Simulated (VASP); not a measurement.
Here is a VASP 6.6.1 calculation.

The input INCAR:

```
SYSTEM = Re
ALGO = Normal ; EDIFF = 1E-6
ENCUT = 520 ; GGA = PS
ISIF = 2 ; ISMEAR = 0
LASPH = .True. ; LCHARG = .False.
LREAL = .False. ; LWAVE = .False.
NBANDS = 14 ; NELM = 100
PREC = Accurate ; SIGMA = 0.1
```

The input KPOINTS:

```
k-points
0
Gamma
  9 9 5
  0 0 0
```

POSCAR

```
Re
1.0
    2.7508417418      0.0000000000      0.0000000000
   -1.3754208709      2.3822988302      0.0000000000
    0.0000000000      0.0000000000      4.4421191271
Re
2
Direct
    0.3333333333      0.6666666667      0.2500000000
    0.6666666667      0.3333333333      0.7500000000
```

Potentials or basis: VASP PAW PBE potentials, release 64 (Re).

Command:

```sh
$ cat potpaw_PBE.64/Re/POTCAR > POTCAR
$ mpirun -np 1 vasp_std > vasp.out
```

Problem. Estimate the pressure.

Solution. 0.0 GPa.

Problem. Estimate the band gap on the k mesh.

Solution. Zero (bands 7 and 8 overlap by 2.80 eV).

Stress tensor (GPa, compression positive):
```
 0.79  0.00  0.00
 0.00  0.79  0.00
 0.00  0.00 -1.51
```

Caveat: the PAW data sets were made with another functional, which shifts forces and pressure a little; spin-orbit coupling is left out, which moves the levels of the heavy elements.
